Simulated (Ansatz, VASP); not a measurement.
# HfC in VASP and in Ansatz

File INCAR:

```
PREC = Accurate
ENCUT = 600
EDIFF = 1E-6
ISMEAR = -1
SIGMA = 0.05
LREAL = F
LASPH = T
NELM = 120
ALGO = Normal
ISIF = 2
LWAVE = F
LCHARG = F
GGA = PS
NBANDS = 14
GGA_COMPAT = F
```

KPOINTS

```
regular mesh
0
Gamma
  15 15 15
```

File POSCAR:

```
HfC
1.0
    0.0000000000      2.3403977997      2.3403977997
    2.3403977997      0.0000000000      2.3403977997
    2.3403977997      2.3403977997      0.0000000000
Hf C
1 1
Direct
    0.5000000000      0.5000000000      0.5000000000
    0.0000000000      0.0000000000      0.0000000000
```

Input for Ansatz:

```yaml
crystal:
  lattice:
    - [0.0, 2.3403977997, 2.3403977997]
    - [2.3403977997, 0.0, 2.3403977997]
    - [2.3403977997, 2.3403977997, 0.0]
  atoms:
    - { symbol: Hf, position: [0.5, 0.5, 0.5] }
    - { symbol: C, position: [0.0, 0.0, 0.0] }
kpoints:
  mp_grid: { grid: [15, 15, 15] }
scf:
  occupations: { method: fermi_dirac, width: 0.05 }
hamiltonian:
  xc: pbesol
  pseudopotentials: { kind: all_electron, lapw: { basis_error: 0.001 } }
output:
  forces: true
  stress: true
  eigenvalues: true
```

Change from the starting cell: volume scaled by 1.02.

Alike in both runs: task single point; functional PBEsol; k mesh 15 × 15 × 15; occupations fermi-dirac, width 0.05 eV; no spin polarisation.

```csv
,VASP,Ansatz
version,VASP 6.6.1,Ansatz 0.2.0
potentials or method,"VASP PAW PBE potentials, release 64 (Hf_pv, C), cutoff 600 eV","all-electron LAPW, scalar-relativistic"
```

|  | VASP | Ansatz | Ansatz less VASP |
| --- | --- | --- | --- |
| pressure (GPa) | -11.4 | -10.7 | +0.65 |

VASP's potentials were made for PBE, not for PBEsol. Ansatz ran all-electron here, and VASP with PAW potentials.

Spin-orbit coupling is off throughout.
